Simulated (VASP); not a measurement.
Write the native input for VASP 6.6.1 that does the following.

```
Task                   : single point
Functional             : PBE
Potentials or basis    : VASP PAW PBE potentials, release 64 (Mg_sv, O)
Cutoff                 : 840 eV
k mesh                 : 8 × 8 × 8
Occupations            : gaussian, width 0.02 eV
Spin                   : no spin polarisation
Dipole correction      : no
Further INCAR settings : ALGO = Normal; EDIFF = 1e-06; NBANDS = 15
```

The structure of MgO lies in POSCAR:

```
MgO
1.0
    0.0000000000      2.1050000000      2.1050000000
    2.1050000000      0.0000000000      2.1050000000
    2.1050000000      2.1050000000      0.0000000000
Mg O
1 1
Direct
    0.0000000000      0.0000000000      0.0000000000
    0.5000000000      0.5000000000      0.5000000000
```

The input as run:

INCAR

```
SYSTEM = MgO
PREC = Accurate
ENCUT = 840
EDIFF = 1E-6
ISMEAR = 0
SIGMA = 0.02
LREAL = .FALSE.
LASPH = .TRUE.
NELM = 120
ALGO = Normal
ISIF = 2
LWAVE = .FALSE.
LCHARG = .FALSE.
GGA = PE
NBANDS = 15
GGA_COMPAT = .FALSE.
```

KPOINTS

```
Automatic mesh
0
G
  8 8 8
  0 0 0
```

Potentials or basis: VASP PAW PBE potentials, release 64 (Mg_sv, O).

Launch:

```console
$ cat potpaw_PBE.64/Mg_sv/POTCAR potpaw_PBE.64/O/POTCAR > POTCAR
$ mpirun -np 1 vasp_std > vasp.out
```

Results of the run:

```yaml
Pressure: 5.0 GPa
Band_gap_on_the_k_mesh: 4.75 eV
```

Caveat: the cell stands under pressure.

Wall time 14 s on 1 thread of AMD EPYC 7R43 64-Core Processor (Zen 3) (shared host), peak memory 0.13 GiB.
